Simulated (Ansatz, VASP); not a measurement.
HfO2 in VASP and in Ansatz

```xyz
3
Lattice="0.0000 2.5292 2.5292 2.5292 0.0000 2.5292 2.5292 2.5292 0.0000" Properties=species:S:1:pos:R:3 pbc="T T T"
Hf    0.0000    0.0000    0.0000
O     1.2646    1.2646    1.2646
O     3.7938    3.7938    3.7938
```

Alike in both runs: task single point; functional r2SCAN; k mesh 8 × 8 × 8; no spin polarisation.

|  | VASP | Ansatz |
| --- | --- | --- |
| version | VASP 6.6.1 | Ansatz 0.2.0 |
| potentials or method | VASP PAW PBE potentials, release 64 (Hf_pv, O) | plane waves, PAW |
| plane-wave cutoff (eV) | 520 | 500 |
| occupations | gaussian, width 0.01 eV | fixed |
| valence electrons in the cell | 22 | 38 |

```csv
,VASP,Ansatz,Ansatz less VASP
gap on the k mesh at the Fermi level (eV),4.31,4.30,-0.012
pressure (GPa),-4.0,0.0,+3.99
```

VASP's potentials were made for PBE, not for r2SCAN. VASP's potentials hold 22 valence electrons a cell and Ansatz's 38, so a difference there can come from the potentials and not from the codes.

Spin-orbit coupling is off throughout.
